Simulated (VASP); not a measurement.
# BN (Cm) in VASP: notebook

Runs on BN. Level: r2SCAN. Tasks: single point.

All numbers are computed with VASP 6.6.1; they aren't measurements. Logs are shortened: lines on timing, memory, paths and dates and some standing lists are left out, and cuts for length are marked.

### 1 The cell of the first run

The structure is monoclinic, space group Cm (No. 8). Conventional cell: a = 4.247 Å, b = 2.502 Å, c = 3.658 Å, α = 90.00°, β = 112.77°, γ = 90.00°. B (site symmetry m) has 3 N at 1.42 to 1.44 Å within 1.9 Å. Within 1.9 Å of N (site symmetry m) lie 3 B at 1.42 to 1.44 Å.

### 2 Single point, r2SCAN (strain -0.0200 x Voigt [0, 1, 0, 0, 0, 0])

File POSCAR:

```
BN
1.0
    1.2511217832      0.7078887883      3.3729344033
   -1.2511217832      0.7078887883      3.3729344033
    0.0000000000     -1.4157775767      3.3729344033
B N
1 1
Direct
    0.9996712000      0.9996712000      0.9996712000
    0.3327618000      0.3327618000      0.3327618000
```

File INCAR.step1:

```
PREC     = Accurate       # precision mode
ENCUT    = 520            # plane-wave cutoff, eV
ISMEAR   = 0              # smearing method
SIGMA    = 0.05           # smearing width, eV
LREAL    = F              # projectors in reciprocal space
LASPH    = T              # aspherical terms in the spheres
NELM     = 60             # most SCF steps
NBANDS   = 11             # bands
GGA      = PE             # functional
ALGO     = Normal         # electronic algorithm
EDIFF    = 1E-4           # SCF threshold, eV
LWAVE    = T              # write WAVECAR
LCHARG   = F              # write CHGCAR
```

File INCAR.step2:

```
PREC     = Accurate       # precision mode
ENCUT    = 520            # plane-wave cutoff, eV
EDIFF    = 1E-6           # SCF threshold, eV
ISMEAR   = 0              # smearing method
SIGMA    = 0.05           # smearing width, eV
LREAL    = F              # projectors in reciprocal space
LASPH    = T              # aspherical terms in the spheres
NELM     = 60             # most SCF steps
ALGO     = Normal         # electronic algorithm
ISIF     = 2              # what is computed and relaxed
LWAVE    = F              # write WAVECAR
LCHARG   = F              # write CHGCAR
METAGGA  = R2SCAN         # meta-GGA
LMIXTAU  = T            
NBANDS   = 11             # bands
ISTART   = 1
```

File KPOINTS:

```
Automatic mesh
0
Gamma
  12 12 12
```

Potentials or basis: VASP PAW PBE potentials, release 64 (B, N).

Launch:

```console
> cat potpaw_PBE.64/B/POTCAR potpaw_PBE.64/N/POTCAR > POTCAR
> cp INCAR.step1 INCAR
> mpirun -np 1 vasp_std > vasp.out
> cp INCAR.step2 INCAR
> mpirun -np 1 vasp_std > vasp.out
```

OUTCAR:

```text
PREC = Accurate
   ENCUT = 520
   EDIFF = 1E-6
   ISMEAR = 0
   LREAL = F
   LASPH = T
   NELM = 60
   ISIF = 2
   METAGGA = R2SCAN
   ISTART = 1

 ion  position               nearest neighbor table
   1  1.000  1.000  1.000-   2 1.42   2 1.44   2 1.44
   2  0.333  0.333  0.333-   1 1.42   1 1.44   1 1.44

  LATTYP: Found a base centered monoclinic cell.
 ALAT       =     4.2473327300
 B/A-ratio  =     0.5891329278
 C/A-ratio  =     0.8612511779
 COS(beta)  =    -0.3870338200

  Lattice vectors:

 A1 = (   1.2511217832,   2.1236663650,   0.0000000000)
 A2 = (  -1.2511217832,   2.1236663650,   0.0000000000)
 A3 = (   0.0000000000,  -1.4157775767,   3.3729344033)

Analysis of symmetry for initial positions (statically):
=====================================================================
 Subroutine PRICEL returns:
 Original cell was already a primitive cell.

 Routine SETGRP: Setting up the symmetry group for a
 base centered monoclinic supercell.

 Subroutine GETGRP returns: Found  2 space group operations
 (whereof  2 operations were pure point group operations)
 out of a pool of  4 trial point group operations.

The static configuration has the point symmetry C_1h.

Analysis of symmetry for dynamics (positions and initial velocities):
=====================================================================
 Subroutine PRICEL returns:
 Original cell was already a primitive cell.

 Routine SETGRP: Setting up the symmetry group for a
 base centered monoclinic supercell.

 Subroutine GETGRP returns: Found  2 space group operations
 (whereof  2 operations were pure point group operations)
 out of a pool of  4 trial point group operations.

The dynamic configuration has the point symmetry C_1h.

 Subroutine INISYM returns: Found  2 space group operations
 (whereof  2 operations are pure point group operations),
 and found     1 'primitive' translations

----------------------------------------------------------------------------------------

                                     Primitive cell

  volume of cell :      17.9235

  direct lattice vectors                    reciprocal lattice vectors
     1.251121783  0.707888788  3.372934403     0.399641351  0.235441879  0.098825916
    -1.251121783  0.707888788  3.372934403    -0.399641351  0.235441879  0.098825916
     0.000000000 -1.415777577  3.372934403     0.000000000 -0.470883759  0.098825916

  length of vectors
     3.666483157  3.666483157  3.658020316     0.474249565  0.474249565  0.481142469

  position of ions in fractional coordinates (direct lattice)
     0.999671200  0.999671200  0.999671200
     0.332761800  0.332761800  0.332761800

  ion indices of the primitive-cell ions
   primitive index   ion index
                 1           1
                 2           2

----------------------------------------------------------------------------------------

 KPOINTS: Automatic mesh

Automatic generation of k-mesh.
 Grid dimensions read from file:
 generate k-points for:   12   12   12

 Generating k-lattice:

  Cartesian coordinates                     Fractional coordinates (reciprocal lattice)
     0.033303446  0.019620157  0.008235493     0.083333333 -0.000000000  0.000000000
    -0.033303446  0.019620157  0.008235493    -0.000000000  0.083333333  0.000000000
     0.000000000 -0.039240313  0.008235493     0.000000000  0.000000000  0.083333333

  Length of vectors
     0.039520797  0.039520797  0.040095206

  Shift w.r.t. Gamma in fractional coordinates (k-lattice)
     0.000000000  0.000000000  0.000000000

 Subroutine IBZKPT returns following result:
 ===========================================

 Found    476 irreducible k-points:

 Following reciprocal coordinates:
            Coordinates               Weight
  0.000000  0.000000  0.000000      1.000000
  0.083333  0.000000  0.000000      4.000000
  0.166667  0.000000  0.000000      4.000000
  0.250000 -0.000000  0.000000      4.000000
  0.333333  0.000000  0.000000      4.000000
  0.416667  0.000000  0.000000      4.000000
[... 16 lines left out ...]
  0.500000  0.166667  0.000000      4.000000
 -0.416667  0.166667 -0.000000      4.000000
 [... further k-points ...]
   k-points           NKPTS =    476   k-points in BZ     NKDIM =    476   number of bands    NBANDS=     11
   number of dos      NEDOS =    301   number of ions     NIONS =      2
   total plane-waves  NPLWV =  21952
   dimension x,y,z NGX =    28 NGY =   28 NGZ =   28
   dimension x,y,z NGXF=    56 NGYF=   56 NGZF=   56
   ions per type =               1   1
   NGX,Y,Z   is equivalent  to a cutoff of  12.70, 12.70, 12.73 a.u.
   NGXF,Y,Z  is equivalent  to a cutoff of  25.39, 25.39, 25.45 a.u.
 SYSTEM =  unknown system
   PREC   = accura    normal or accurate (medium, high low for compatibility)
   ISTART =      1    job   : 0-new  1-cont  2-samecut
   ICHARG =      0    charge: 1-file 2-atom 10-const
   ISPIN  =      1    spin polarized calculation?
   LNONCOLLINEAR =      F non collinear calculations
   LSORBIT =      F    spin-orbit coupling
   LASPH  =      T    aspherical Exc in radial PAW
   ENCUT  =  520.0 eV  38.22 Ry    6.18 a.u.   6.82  6.82  6.80*2*pi/ulx,y,z
   NELM   =     60;   NELMIN=  2; NELMDL=  0     # of ELM steps
   EDIFF  = 0.1E-05   stopping-criterion for ELM
   LREAL  =      F    real-space projection
   EDIFFG = 0.1E-04   stopping-criterion for IOM
   NSW    =      0    number of steps for IOM
   IBRION =     -1    ionic relax: 0-MD 1-quasi-New 2-CG
   NFREE  =      0    steps in history (QN), initial steepest desc. (CG)
   ISIF   =      2    stress and relaxation
   ISYM   =      2    0-nonsym 1-usesym 2-fastsym
   POTIM  = 0.5000    time-step for ionic-motion
   TEBEG  =    0.0;   TEEND  =   0.0 temperature during run
   PSTRESS=    0.0 pullay stress
   NELECT =       8.0000    total number of electrons
   NUPDOWN=      -1.0000    fix difference up-down
   EMIN   =  10.00;   EMAX   =-10.00  energy-range for DOS
   EFERMI =   0.00;   METHOD = LEGACY
   ISMEAR =     0;   SIGMA  =   0.05  broadening in eV -4-tet -1-fermi 0-gaus
   EFERMI_NEDOS =   21; number of points for ismear=-14 and -15
   IALGO  =     38    algorithm
   IMIX   =      4    mixing-type and parameters
     AMIX     =   0.40;   BMIX     =  1.00
     AMIX_MAG =   1.60;   BMIX_MAG =  1.00
  volume/ion in A,a.u.               =       8.96        60.48
  Fermi-wavevector in a.u.,A,eV,Ry     =   1.251114  2.364263 21.297014  1.565286
  Thomas-Fermi vector in A             =   2.385077
   LORBIT       =      0    0 simple, 1 ext, 2 COOP (PROOUT), +10 PAW based schemes
   METAGGA = R2SCAN    functional components
   LHFCALC =     F    Hartree Fock is set to
   AEXX    =    0.0000 exact exchange contribution
   IVDW    =     0    specifies the selected vdW correction
   LEPSILON=     F    determine dielectric tensor
   LRPA    =     F    only Hartree local field effects (RPA)
 non-spin polarized calculation
 Gauss-broadening in eV      SIGMA  =   0.05
  energy-cutoff  :      520.00
  volume of cell :       17.92
 maximum number of plane-waves:       501
   NGX = 13   NGY = 13   NGZ = 13

 number of electron       7.9999999 magnetization

 Free energy of the ion-electron system (eV)
  ---------------------------------------------------
  ext. energy  EPLUGINS =         0.00000000
  ---------------------------------------------------
  free energy    TOTEN  =       -19.27530075 eV

  energy without entropy =      -19.27530075  energy(sigma->0) =      -19.27530075

 E-fermi :   2.3483     XC(G=0): -10.7055

 val. band max:        2.0230999046   @ k =  -0.3333   0.3333   0.0000
 cond. band min:       6.8673601712   @ k =   0.5000   0.0000   0.5000
 fundamental gap:      4.8442602666
 Fermi energy:         2.3483449227

 k-point     1 :       0.0000    0.0000    0.0000
  band No.  band energies     occupation
      1     -16.9584      2.00000
      2      -2.4544      2.00000
      3       0.6835      2.00000
      4       0.7708      2.00000
      5       7.5271      0.00000
      6      14.4678      0.00000
      7      14.8796      0.00000
      8      16.8072      0.00000
      9      18.2862      0.00000
     10      30.0165      0.00000
     11      31.5765      0.00000

 k-point     2 :       0.0833    0.0000    0.0000
  band No.  band energies     occupation
      1     -16.8135      2.00000
      2      -2.2953      2.00000
      3       0.0897      2.00000
      4       0.4851      2.00000
      5       7.8196      0.00000
      6      14.5441      0.00000
      7      15.4413      0.00000
      8      16.2594      0.00000
      9      18.7056      0.00000
     10      29.3931      0.00000
     11      30.4039      0.00000

 k-point     3 :       0.1667    0.0000    0.0000
  band No.  band energies     occupation
      1     -16.3872      2.00000
      2      -1.8330      2.00000
      3      -1.4318      2.00000
      4      -0.1678      2.00000
      5       8.5979      0.00000
      6      14.5338      0.00000
      7      14.8295      0.00000
      8      17.1249      0.00000
      9      19.7773      0.00000
     10      26.5166      0.00000
     11      29.1383      0.00000

 k-point     4 :       0.2500   -0.0000    0.0000
  band No.  band energies     occupation
      1     -15.7100      2.00000
      2      -3.3703      2.00000
      3      -1.0648      2.00000
      4      -0.9256      2.00000
      5       9.6908      0.00000
      6      12.8723      0.00000
      7      14.5583      0.00000
      8      19.5129      0.00000
      9      20.9339      0.00000
     10      24.3433      0.00000
     11      27.4530      0.00000

 k-point     5 :       0.3333    0.0000    0.0000
  band No.  band energies     occupation
      1     -14.8581      2.00000
      2      -5.2793      2.00000
      3      -1.5785      2.00000
      4      -0.1027      2.00000
      5      10.1300      0.00000
      6      11.7628      0.00000
      7      14.6257      0.00000
      8      20.5974      0.00000
      9      22.3671      0.00000
     10      23.6927      0.00000
     11      26.2315      0.00000
[... 211 lines left out ...]
 k-point    21 :       0.3333    0.1667    0.0000
  band No.  band energies     occupation
      1     -15.2527      2.00000
      2      -3.7936      2.00000
      3      -2.0210      2.00000
      4      -0.8859      2.00000
      5      10.5445      0.00000
      6      12.6881      0.00000
      7      15.5407      0.00000
      8      18.1534      0.00000
      9      21.6207      0.00000
     10      23.5054      0.00000
     11      27.7313      0.00000

 k-point    22 :       0.4167    0.1667    0.0000
  band No.  band energies     occupation
      1     -14.4368      2.00000
      2      -5.3136      2.00000
      3      -2.8679      2.00000
      4       0.0532      2.00000
      5       9.8009      0.00000
      6      13.3674      0.00000
      7      16.2315      0.00000
      8      18.6111      0.00000
      9      20.3029      0.00000
     10      23.9523      0.00000
     11      26.9633      0.00000

 k-point    23 :       0.5000    0.1667    0.0000
  band No.  band energies     occupation
      1     -13.6708      2.00000
      2      -6.5878      2.00000
      3      -3.4060      2.00000
      4       1.0434      2.00000
      5       8.5601      0.00000
      6      14.5046      0.00000
      7      16.4403      0.00000
      8      18.1598      0.00000
      9      20.3225      0.00000
     10      23.6239      0.00000
     11      27.3928      0.00000

 k-point    24 :      -0.4167    0.1667   -0.0000
  band No.  band energies     occupation
      1     -13.3555      2.00000
      2      -7.0774      2.00000
      3      -3.6052      2.00000
      4       1.6314      2.00000
      5       7.9558      0.00000
      6      14.5516      0.00000
      7      16.5897      0.00000
      8      17.3898      0.00000
      9      20.8465      0.00000
     10      24.5942      0.00000
     11      26.9542      0.00000

 [... further k-points ...]

------------------------ aborting loop because EDIFF is reached ----------------------------------------

  FORCE on cell =-STRESS in cart. coord.  units (eV):
  Direction    XX          YY          ZZ          XY          YZ          ZX
  --------------------------------------------------------------------------------------
  -------------------------------------------------------------------------------------
  Total        0.3965702      2.2207779      0.0136135      0.0000000     -0.0066051      0.0000000
  in kB       35.4492378    198.5143677      1.2169045      0.0000000     -0.5904308      0.0000000
  external PRESSURE =      78.3935033 kB  Pullay stress =       0.0000000 kB

 VOLUME and BASIS-vectors are now :
 -----------------------------------------------------------------------------
  energy-cutoff  :      520.00
  volume of cell :       17.92
      direct lattice vectors                 reciprocal lattice vectors
     1.251121783  0.707888788  3.372934403     0.399641351  0.235441879  0.098825916
    -1.251121783  0.707888788  3.372934403    -0.399641351  0.235441879  0.098825916
     0.000000000 -1.415777577  3.372934403     0.000000000 -0.470883759  0.098825916

 POSITION                                       TOTAL-FORCE (eV/Angst)
 -----------------------------------------------------------------------------------
      0.00000     -0.00000     10.11548         0.000000     -0.303188     -0.009316
      0.00000     -0.00000      3.36715         0.000000      0.303188      0.009316
 -----------------------------------------------------------------------------------
    total drift:                               -0.000000     -0.000033      0.000166

  FREE ENERGIE OF THE ION-ELECTRON SYSTEM (eV)
  ---------------------------------------------------
  free  energy   TOTEN  =       -19.2753007517 eV

  energy  without entropy=      -19.2753007517  energy(sigma->0) =      -19.27530075
```

Wall time 3.9 min (1 thread of Intel Xeon 6975P-C (Granite Rapids), shared host); peak memory 0.22 GiB.

What came out:

* Free energy: -19.2753 eV
* Pressure: 7.8 GPa
* Largest force: 0.303 eV/Å
* Band gap on the k mesh: 4.84 eV (least direct gap 5.47 eV)

Forces in eV/Å, atoms in the order of the input:
```
B    0.000 -0.303 -0.009
N    0.000  0.303  0.009
```

Levels at points of the mesh, in eV from the valence-band top:
| k point | band 2 | band 3 | band 4 | band 5 | band 6 | band 7 |
| --- | --- | --- | --- | --- | --- | --- |
| (0.00, 0.00, 0.00) | -4.48 | -1.34 | -1.25 | 5.50 | 12.44 | 12.86 |
| (0.50, 0.00, 0.00) | -9.46 | -4.18 | -0.71 | 5.99 | 11.09 | 13.86 |
| (0.50, 0.50, 0.00) | -9.26 | -4.55 | -1.10 | 4.94 | 10.51 | 15.25 |
| (0.00, 0.00, 0.50) | -9.38 | -4.49 | -0.52 | 6.04 | 10.56 | 13.98 |
| (0.50, 0.00, 0.50) | -9.34 | -4.23 | -1.30 | 4.84 | 11.16 | 15.23 |
| (0.50, 0.50, 0.50) | -6.47 | -1.36 | -1.27 | 10.92 | 12.37 | 12.64 |

Caveat: the cell differs from its parent crystal (strain -0.0200 x Voigt [0, 1, 0, 0, 0, 0]); the stress differs along the axes, from 0 to 20 GPa; the PAW data sets were made with another functional, which shifts forces and pressure a little.

### 3 Single point, r2SCAN (strain -0.0100 x Voigt [0, 1, 0, 0, 0, 0])

File POSCAR:

```
BN
1.0
    1.2511217832      0.7151121433      3.3729344033
   -1.2511217832      0.7151121433      3.3729344033
    0.0000000000     -1.4302242867      3.3729344033
B N
1 1
Direct
    0.9996712000      0.9996712000      0.9996712000
    0.3327618000      0.3327618000      0.3327618000
```

File INCAR.step1:

```
  PREC = Accurate
  ENCUT = 520
  ISMEAR = 0
  SIGMA = 0.05
  LREAL = F
  LASPH = T
  NELM = 80
  NBANDS = 11
  GGA = PE
  ALGO = Normal
  EDIFF = 1E-4
  LWAVE = T
  LCHARG = F
```

File INCAR.step2:

```
  PREC = Accurate
  ENCUT = 520
  EDIFF = 1E-6
  ISMEAR = 0
  SIGMA = 0.05
  LREAL = F
  LASPH = T
  NELM = 80
  ALGO = Normal
  ISIF = 2
  LWAVE = F
  LCHARG = F
  METAGGA = R2SCAN
  LMIXTAU = T
  NBANDS = 11
  ISTART = 1
```

File KPOINTS:

```
regular mesh
0
Gamma
  12 12 12
```

Potentials or basis: VASP PAW PBE potentials, release 64 (B, N).

Launch:

```console
> cat potpaw_PBE.64/B/POTCAR potpaw_PBE.64/N/POTCAR > POTCAR
> cp INCAR.step1 INCAR
> mpirun -np 1 vasp_std > vasp.out
> cp INCAR.step2 INCAR
> mpirun -np 1 vasp_std > vasp.out
```

Wall time 4.5 min (1 thread of Intel Xeon 6975P-C (Granite Rapids), shared host); peak memory 0.22 GiB.

It converged, with:

```yaml
Free_energy: -19.2923 eV
Pressure: 3.8 GPa
Largest_force: 0.135 eV/Å
Band_gap_on_the_k_mesh: 4.84 eV (least direct gap 5.43 eV)
```

Forces on the atoms (eV/Å):
```
B    0.000 -0.135 -0.009
N    0.000  0.135  0.009
```

Stress tensor (GPa, compression positive):
```
 1.73  0.00  0.00
 0.00  9.62 -0.03
 0.00 -0.03  0.13
```

Levels at points of the mesh, in eV from the valence-band top:
```csv
k point,band 2,band 3,band 4,band 5,band 6,band 7
"(0.00, 0.00, 0.00)",-4.38,-1.33,-1.28,5.52,12.44,12.65
"(0.50, 0.00, 0.00)",-9.37,-4.20,-0.65,5.97,10.86,13.81
"(0.50, 0.50, 0.00)",-9.21,-4.41,-1.14,4.89,10.57,15.17
"(0.00, 0.00, 0.50)",-9.33,-4.35,-0.56,6.00,10.60,13.87
"(0.50, 0.00, 0.50)",-9.25,-4.26,-1.24,4.84,10.89,15.16
"(0.50, 0.50, 0.50)",-6.38,-1.34,-1.30,10.89,12.37,12.54
```

Caveat: the cell differs from its parent crystal (strain -0.0100 x Voigt [0, 1, 0, 0, 0, 0]); the stress differs along the axes, from 0 to 10 GPa; the PAW data sets were made with another functional, which shifts forces and pressure a little.

(Continued in part 2 of 3.)
